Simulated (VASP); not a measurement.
# Si (P6_3/mmc) in VASP: further runs, part 2 of 2

VASP 6.6.1. The steps go on from the part before.

### Step 3. Single point, LDA (biaxial strain in the a-b plane: -4.5 %)

The input, INCAR:

```
SYSTEM = Si
ALGO = Normal
EDIFF = 1E-6
ENCUT = 520
GGA = CA
ISIF = 2
ISMEAR = 0
LASPH = .TRUE.
LCHARG = .FALSE.
LREAL = .FALSE.
LWAVE = .FALSE.
NBANDS = 16
NELM = 80
PREC = Accurate
SIGMA = 0.02
```

The input, KPOINTS:

```
k-points
0
G
  12 12 6
  0 0 0
```

The input, POSCAR:

```
Si
1.0
    3.6308865828      0.0000000000      0.0000000000
   -1.8154432914      3.1444400190      0.0000000000
    0.0000000000      0.0000000000      6.4589264523
Si
4
Direct
    0.3333333333      0.6666666667      0.0661679631
    0.6666666667      0.3333333333      0.5661679631
    0.3333333333      0.6666666667      0.4338320369
    0.6666666667      0.3333333333      0.9338320369
```

Potentials or basis: VASP PAW LDA potentials, release 64 (Si).

The run is started by

```
cat potpaw_LDA.64/Si/POTCAR > POTCAR
mpirun -np 1 vasp_std > vasp.out
```

OUTCAR:

```text
SYSTEM = Si
   EDIFF = 1E-6
   ENCUT = 520
   GGA = CA
   ISIF = 2
   ISMEAR = 0
   LASPH = .TRUE.
   LREAL = .FALSE.
   NELM = 80
   PREC = Accurate

 ion  position               nearest neighbor table
   1  0.333  0.667  0.066-   4 2.26   4 2.26   4 2.26   3 2.37
   2  0.667  0.333  0.566-   3 2.26   3 2.26   3 2.26   4 2.37
   3  0.333  0.667  0.434-   2 2.26   2 2.26   2 2.26   1 2.37
   4  0.667  0.333  0.934-   1 2.26   1 2.26   1 2.26   2 2.37

  LATTYP: Found a hexagonal cell.
[... 656 lines left out ...]

  FORCE on cell =-STRESS in cart. coord.  units (eV):
  Direction    XX          YY          ZZ          XY          YZ          ZX
  --------------------------------------------------------------------------------------
  -------------------------------------------------------------------------------------
  Total        5.7170698      5.7170698     -1.2572292      0.0000000     -0.0000000      0.0000000
  in kB      124.2131971    124.2131971    -27.3154727      0.0000000     -0.0000000      0.0000000
  external PRESSURE =      73.7036405 kB  Pullay stress =       0.0000000 kB

 VOLUME and BASIS-vectors are now :
 -----------------------------------------------------------------------------
  energy-cutoff  :      520.00
  volume of cell :       73.74
      direct lattice vectors                 reciprocal lattice vectors
     3.630886583  0.000000000  0.000000000     0.275414827  0.159010824  0.000000000
    -1.815443291  3.144440019  0.000000000     0.000000000  0.318021649  0.000000000
     0.000000000  0.000000000  6.458926452     0.000000000  0.000000000  0.154824491

 POSITION                                       TOTAL-FORCE (eV/Angst)
 -----------------------------------------------------------------------------------
     -0.00000      2.09629      0.42737         0.000000     -0.000000      0.385936
      1.81544      1.04815      3.65684         0.000000     -0.000000      0.385936
     -0.00000      2.09629      2.80209        -0.000000      0.000000     -0.385936
      1.81544      1.04815      6.03155         0.000000      0.000000     -0.385936
 -----------------------------------------------------------------------------------
    total drift:                               -0.000000      0.000000     -0.000000

  FREE ENERGIE OF THE ION-ELECTRON SYSTEM (eV)
  ---------------------------------------------------
  free  energy   TOTEN  =       -23.5373681979 eV

  energy  without entropy=      -23.5373672906  energy(sigma->0) =      -23.53736774
```

Run time: 39 s. Hardware: 1 thread of Intel Xeon Platinum 8488C (Sapphire Rapids), shared host; peak memory 0.19 GiB.

What came out:

```yaml
Free_energy: -23.5374 eV
Pressure: 7.4 GPa
Largest_force: 0.386 eV/Å
Band_gap_on_the_k_mesh: 0.08 eV (least direct gap 1.02 eV)
```

Forces on the atoms (eV/Å):
```
Si   0.000  0.000  0.386
Si   0.000  0.000  0.386
Si   0.000  0.000 -0.386
Si   0.000  0.000 -0.386
```

Levels at points of the mesh, in eV from the valence-band top:
```tsv
k point	band 6	band 7	band 8	band 9	band 10	band 11
(0.00, 0.00, 0.00)	-1.02	0.00	0.00	1.02	1.87	2.15
(0.50, 0.00, 0.00)	-3.54	-3.15	-1.71	0.32	2.18	2.24
(0.00, 0.00, 0.50)	-0.80	-0.80	-0.80	2.41	2.41	3.04
(0.50, 0.00, 0.50)	-3.12	-2.57	-2.57	0.43	0.43	1.20
```

Caveat: the cell differs from its parent crystal (biaxial strain in the a-b plane: -4.5 %); the stress differs along the axes, from -3 to 12 GPa. A k mesh can miss the band edges.

### Step 4. Single point, LDA (biaxial strain in the a-b plane: -3.0 %, then relaxed in part)

The input, INCAR:

```
PREC = Accurate
ENCUT = 520
EDIFF = 1E-7
ISMEAR = 0
SIGMA = 0.02
LREAL = F
LASPH = T
NELM = 60
ALGO = Normal
ISIF = 2
LWAVE = F
LCHARG = F
NBANDS = 16
```

The input, KPOINTS:

```
regular mesh
0
Gamma
  12 12 6
```

The input, POSCAR:

```
Si
1.0
    3.6879162150      0.0000000000      0.0000000000
   -1.8439581075      3.1938291292      0.0000000000
    0.0000000000      0.0000000000      6.3676854687
Si
4
Direct
    0.3333333333      0.6666666667      0.0661679631
    0.6666666667      0.3333333333      0.5661679631
    0.3333333333      0.6666666667      0.4338320369
    0.6666666667      0.3333333333      0.9338320369
```

Potentials or basis: VASP PAW LDA potentials, release 64 (Si).

The run is started by

```
cat potpaw_LDA.64/Si/POTCAR > POTCAR
mpirun -np 1 vasp_std > vasp.out
```

OUTCAR:

```text
PREC = Accurate
   ENCUT = 520
   EDIFF = 1E-7
   ISMEAR = 0
   LREAL = F
   LASPH = T
   NELM = 60
   ISIF = 2

 ion  position               nearest neighbor table
   1  0.333  0.667  0.066-   4 2.29   4 2.29   4 2.29   3 2.34
   2  0.667  0.333  0.566-   3 2.29   3 2.29   3 2.29   4 2.34
   3  0.333  0.667  0.434-   2 2.29   2 2.29   2 2.29   1 2.34
   4  0.667  0.333  0.934-   1 2.29   1 2.29   1 2.29   2 2.34

  LATTYP: Found a hexagonal cell.
 ALAT       =     3.6879162150
[... 655 lines left out ...]

  FORCE on cell =-STRESS in cart. coord.  units (eV):
  Direction    XX          YY          ZZ          XY          YZ          ZX
  --------------------------------------------------------------------------------------
  -------------------------------------------------------------------------------------
  Total        3.5776794      3.5776794      0.0125304      0.0000000     -0.0000000      0.0000000
  in kB       76.4253914     76.4253914      0.2676700      0.0000000     -0.0000000      0.0000000
  external PRESSURE =      51.0394843 kB  Pullay stress =       0.0000000 kB

 VOLUME and BASIS-vectors are now :
 -----------------------------------------------------------------------------
  energy-cutoff  :      520.00
  volume of cell :       75.00
      direct lattice vectors                 reciprocal lattice vectors
     3.687916215  0.000000000  0.000000000     0.271155835  0.156551894  0.000000000
    -1.843958107  3.193829129  0.000000000     0.000000000  0.313103788  0.000000000
     0.000000000  0.000000000  6.367685469     0.000000000  0.000000000  0.157042933

 POSITION                                       TOTAL-FORCE (eV/Angst)
 -----------------------------------------------------------------------------------
     -0.00000      2.12922      0.42134         0.000000      0.000000      0.001812
      1.84396      1.06461      3.60518        -0.000000     -0.000000      0.001812
     -0.00000      2.12922      2.76251         0.000000      0.000000     -0.001812
      1.84396      1.06461      5.94635        -0.000000     -0.000000     -0.001812
 -----------------------------------------------------------------------------------
    total drift:                               -0.000000      0.000000     -0.000000

  FREE ENERGIE OF THE ION-ELECTRON SYSTEM (eV)
  ---------------------------------------------------
  free  energy   TOTEN  =       -23.6912657698 eV

  energy  without entropy=      -23.6912657698  energy(sigma->0) =      -23.69126577
```

OSZICAR:

```text
N       E                     dE             d eps       ncg     rms          rms(c)
DAV:   1     0.241144693236E+02    0.24114E+02   -0.60261E+03  2432   0.825E+02
DAV:   2    -0.224758008416E+02   -0.46590E+02   -0.42336E+02  3320   0.123E+02
DAV:   3    -0.243045757012E+02   -0.18288E+01   -0.18137E+01  3280   0.226E+01
DAV:   4    -0.243259875803E+02   -0.21412E-01   -0.21408E-01  2952   0.318E+00
DAV:   5    -0.243263489439E+02   -0.36136E-03   -0.36134E-03  3352   0.388E-01    0.771E+00
DAV:   6    -0.238797198191E+02    0.44663E+00   -0.19314E-01  2864   0.212E+00    0.462E+00
DAV:   7    -0.236917616760E+02    0.18796E+00   -0.35266E-01  3016   0.287E+00    0.412E-01
DAV:   8    -0.236913250222E+02    0.43665E-03   -0.32109E-02  2864   0.992E-01    0.173E-01
DAV:   9    -0.236912852439E+02    0.39778E-04   -0.11141E-03  3184   0.193E-01    0.918E-02
DAV:  10    -0.236912644300E+02    0.20814E-04   -0.16669E-04  3152   0.710E-02    0.200E-02
DAV:  11    -0.236912658229E+02   -0.13929E-05   -0.11785E-05  3232   0.190E-02    0.179E-02
DAV:  12    -0.236912657698E+02    0.53086E-07   -0.45008E-07  2936   0.411E-03
   1 F= -.23691266E+02 E0= -.23691266E+02  d E =-.273432E-12
```

stdout:

```text
POSCAR found type information on POSCAR Si
 POSCAR found :  1 types and       4 ions
 scaLAPACK will be used
 LDA part: xc-table for (Slater(with rela. corr.)+CA(PZ))
 , standard interpolation
 POSCAR, INCAR and KPOINTS ok, starting setup
 FFT: planning ... GRIDC
 FFT: planning ... GRID_SOFT
 FFT: planning ... GRID
 WAVECAR not read
 entering main loop
```

It took 39 s on 1 thread of Intel Xeon Platinum 8488C (Sapphire Rapids), shared host; peak memory 0.19 GiB.

Results:

```
Free energy            : -23.6913 eV
Pressure               : 5.1 GPa
Band gap on the k mesh : 0.18 eV (least direct gap 1.52 eV)
```

Caveat: the cell differs from its parent crystal (biaxial strain in the a-b plane: -3.0 %, then relaxed in part); the stress differs along the axes, from 0 to 8 GPa. A k mesh can miss the band edges.

### Step 5. Summary

| cell | gap on the mesh (eV) | pressure (GPa) |
| --- | --- | --- |
| a = 3.631, b = 3.631, c = 6.413 Å, angles 90.0, 90.0, 120.0°, 4 atoms, atomic positions A | none | 7.9 |
| a = 3.631, b = 3.631, c = 6.459 Å, angles 90.0, 90.0, 120.0°, 4 atoms, atomic positions B | 0.08 | 7.4 |
| a = 3.688, b = 3.688, c = 6.368 Å, angles 90.0, 90.0, 120.0°, 4 atoms, atomic positions B | 0.18 | 5.1 |

Alike in all rows: task single point; level LDA; potentials or basis VASP PAW LDA potentials, release 64 (Si); no spin polarisation; k mesh 12 × 12 × 6; cutoff (eV) 520; smearing gaussian 0.02 eV.

Caveats: the stress differs along the axes, from 0 to 12 GPa (at least some runs); semilocal functionals underestimate gaps, and a narrow one can read as zero (at least some runs); the stress differs along the axes, from -3 to 12 GPa (at least some runs); the stress differs along the axes, from 0 to 8 GPa (at least some runs).

Absolute energies hang on the potentials; compare differences alone.
